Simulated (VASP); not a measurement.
Write the native input for VASP 6.6.1 that does the following.

```
Task                   : single point
Functional             : PBE
Potentials or basis    : VASP PAW PBE potentials, release 64 (Ge_d)
Cutoff                 : 520 eV
k mesh                 : 9 × 9 × 1
Occupations            : gaussian, width 0.1 eV
Spin                   : no spin polarisation
Dipole correction      : yes
Further INCAR settings : ALGO = Normal; EDIFF = 1e-06; NBANDS = 66
```

The structure of Ge lies in POSCAR:

```
Ge
1.0
    4.0004848995      0.0000000000      0.0000000000
   -2.0002424498      3.4645215504      0.0000000000
    0.0000000000      0.0000000000     27.6157421655
Ge
8
Direct
    0.3333333333      0.6666666667      0.3077954577
    0.0000000000      0.0000000000      0.3373653825
    0.0000000000      0.0000000000      0.4260751776
    0.6666666667      0.3333333333      0.4556451024
    0.6666666667      0.3333333333      0.5469144442
    0.3333333333      0.6666666667      0.5785806947
    0.3333333333      0.6666666667      0.6706904585
    0.0000000000      0.0000000000      0.7017712546
```

One way to write it, as run:

INCAR

```
SYSTEM = Ge
PREC = Accurate ; ENCUT = 520
EDIFF = 1E-6 ; ISMEAR = 0
SIGMA = 0.1 ; LREAL = .False.
LASPH = .True. ; NELM = 60
ALGO = Normal ; ISIF = 2
LWAVE = .False. ; LCHARG = .True.
LDIPOL = .True. ; IDIPOL = 3
DIPOL = 0.5 0.5 0.503 ; GGA = PE
LELF = .True. ; LVHAR = .True.
LVACPOTAV = .True. ; NBANDS = 66
```

KPOINTS

```
regular mesh
0
Gamma
  9 9 1
  0 0 0
```

Potentials or basis: VASP PAW PBE potentials, release 64 (Ge_d).

Launch:

```console
$ cat potpaw_PBE.64/Ge_d/POTCAR > POTCAR
$ mpirun -np 1 vasp_std > vasp.out
```

It gave:

| Property | Result |
| --- | --- |
| Largest force | 0.456 eV/Å |
| Band gap on the k mesh | zero (band 56 reaches -0.05 eV, above the bottom of band 57 at -0.41 eV) |

Wall time 10 min on 1 thread of AMD EPYC 7R43 64-Core Processor (Zen 3) (shared host), peak memory 0.53 GiB.
